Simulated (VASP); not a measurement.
Wanted: the native input for a VASP 6.6.1 run.

```yaml
Task: relaxation of cell and atoms
Functional: PBEsol
Potentials_or_basis: VASP PAW PBE potentials, release 64 (In_d, Ga_d, As)
Cutoff: 600 eV
k_mesh: 10 × 10 × 8
Occupations: gaussian, width 0.1 eV
Spin: no spin polarisation
Target_pressure: 5 GPa
Dipole_correction: no
Further_INCAR_settings: ALGO = Normal; EDIFF = 1e-06; IBRION = 2; EDIFFG = -0.008; NSW = 70; ISIF = 3
```

The structure of InGaAs2 lies in POSCAR:

```
InGaAs2
1.0
    4.0437268331      0.0000000000      0.0000000000
    0.0000000000      4.0437268331      0.0000000000
    0.0000000000      0.0000000000      5.7663777418
In Ga As
1 1 2
Direct
    0.0000000000      0.0000000000      0.5000000000
    0.5000000000      0.5000000000      0.0000000000
    0.5000000000      0.0000000000      0.7701471808
    0.0000000000      0.5000000000      0.2298528192
```

These files were run (other wordings do the same):

INCAR

```
PREC = Accurate
ENCUT = 600
EDIFF = 1E-6
ISMEAR = 0
SIGMA = 0.1
LREAL = False
LASPH = True
NELM = 80
ALGO = Normal
ISIF = 3
LWAVE = False
LCHARG = False
GGA = PS
IBRION = 2
NSW = 70
EDIFFG = -0.008
PSTRESS = 50.0
```

KPOINTS

```
regular mesh
0
Gamma
  10 10 8
```

Potentials or basis: VASP PAW PBE potentials, release 64 (In_d, Ga_d, As).

Command:

```sh
$ cat potpaw_PBE.64/In_d/POTCAR potpaw_PBE.64/Ga_d/POTCAR potpaw_PBE.64/As/POTCAR > POTCAR
$ mpirun -np 1 vasp_std > vasp.out
```

It gave:

```json
{
 "Relaxed volume": "23.69 Å³/atom",
 "Relaxed cell": "a = 4.050 Å, b = 4.050 Å, c = 5.778 Å, α = 90.00°, β = 90.00°, γ = 90.00°",
 "Space group after relaxing (to 0.05 Å)": "P-4m2 (No. 115)",
 "Energy change on relaxing (the enthalpy is what falls)": "-3.9 meV/atom",
 "Ionic steps": "5",
 "Pressure after relaxing": "5.0 GPa",
 "Largest force after relaxing": "0.006 eV/Å",
 "Band gap on the k mesh": "0.22 eV, direct"
}
```

Caveat: the cell is relaxed towards a set pressure, so the enthalpy falls and the energy may rise; the PAW data sets were made with another functional, which shifts forces and pressure a little; spin-orbit coupling is left out, which moves the levels of the heavy elements.

Wall time 4.1 min on 1 thread of AMD EPYC 9R45 96-Core Processor (Zen 5), on a shared host, peak memory 0.41 GiB.
